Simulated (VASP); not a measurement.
**NaGaF2: single point with PBE**

NaGaF2:

```xyz
4
Lattice="3.3207 0.0000 0.0000 -1.6604 2.8758 0.0000 0.0000 0.0000 5.3337" Properties=species:S:1:pos:R:3 pbc="T T T"
Na    0.0000    0.0000    0.0000
Ga    0.0000    0.0000    2.6669
F     0.0000    1.9172    3.4980
F     1.6604    0.9586    1.8357
```

* Program: VASP 6.6.1
* Task: single point
* Functional: PBE
* Potentials or basis: VASP PAW PBE potentials, release 64 (Na_pv, Ga_d, F)
* Cutoff: 520 eV
* k mesh: 6 × 6 × 4
* Occupations: gaussian, width 0.1 eV
* Spin: collinear spin, ferromagnetic start
* Starting moments: [0.0, 0.0, 1.0, 1.0] μB

- Pressure: 33.5 GPa
- Largest force: 2.731 eV/Å
- Net moment: 0.17 μB per cell
- Site moments: Na +0.01; Ga +0.07; F +0.03 μB
- Valence electrons inside the program's atomic spheres: Na 6.10; Ga 11.65; F 6.12

Forces on the atoms (eV/Å):
```
Na   0.000  0.000  0.000
Ga   0.000  0.000  0.000
F    0.000  0.000  2.731
F    0.000  0.000 -2.731
```

Stress tensor (GPa, compression positive):
```
37.11  0.00  0.00
 0.00 37.11  0.00
 0.00  0.00 26.25
```

Levels at points of the mesh, in eV from the Fermi level:
Spin up:
| k point | band 14 | band 15 | band 16 | band 17 | band 18 | band 19 | band 20 | band 21 |
| --- | --- | --- | --- | --- | --- | --- | --- | --- |
| (0.00, 0.00, 0.00) | -7.52 | -7.52 | -7.25 | -4.47 | 0.61 | 1.40 | 7.10 | 7.10 |
| (0.50, 0.00, 0.00) | -7.44 | -7.14 | -6.95 | -0.18 | 1.60 | 3.17 | 3.36 | 6.63 |
| (0.00, 0.00, 0.50) | -7.53 | -7.52 | -7.52 | -3.37 | -1.28 | 3.32 | 7.00 | 7.00 |
| (0.50, 0.00, 0.50) | -7.33 | -7.13 | -6.96 | -0.16 | 1.56 | 2.74 | 3.70 | 6.46 |
Spin down:
| k point | band 15 | band 16 | band 17 | band 18 | band 19 | band 20 |
| --- | --- | --- | --- | --- | --- | --- |
| (0.00, 0.00, 0.00) | -7.47 | -7.22 | -4.37 | 0.73 | 1.51 | 7.19 |
| (0.50, 0.00, 0.00) | -7.10 | -6.90 | -0.07 | 1.71 | 3.31 | 3.46 |
| (0.00, 0.00, 0.50) | -7.47 | -7.47 | -3.27 | -1.17 | 3.45 | 7.09 |
| (0.50, 0.00, 0.50) | -7.09 | -6.91 | -0.05 | 1.67 | 2.86 | 3.80 |

Wall time 60 s on 1 thread of Intel(R) Xeon(R) Platinum 8488C (Sapphire Rapids), on a shared host, peak memory 0.23 GiB.

Caveat: the k points lie up to 0.36 Å⁻¹ apart; forces of over 1 eV/Å act on the atoms, so gaps and moduli don't describe the material at rest.
